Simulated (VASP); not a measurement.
LuBe:

```
Lu Be
1.0
     3.32037    0.00000    0.00000
     0.00000    3.32037    0.00000
     0.00000    0.00000    3.32037
Lu Be
1 1
Direct
  0.00000 0.00000 0.00000
  0.50000 0.50000 0.50000
```

Base run:

```yaml
Program: VASP 6.6.1
Functional: RPBE
Potentials_or_basis: VASP PAW PBE potentials, release 64 (Lu, Be)
Cutoff: 520 eV
k_mesh: 8 × 8 × 8
Occupations: fermi-dirac, width 0.05 eV
Spin: no spin polarisation
```

Its results: pressure 2.5 GPa.

Task: The run is repeated on the same cell with these changes: functional from RPBE to LDA; further incar settings from ALGO = Normal; EDIFF = 1e-06; NBANDS = 20 to ALGO = Fast; EDIFF = 1e-06; NBANDS = 20. What comes out?

Result: Pressure -5.0 GPa.

Caveats: the PAW data sets were made with another functional, which shifts forces and pressure a little.
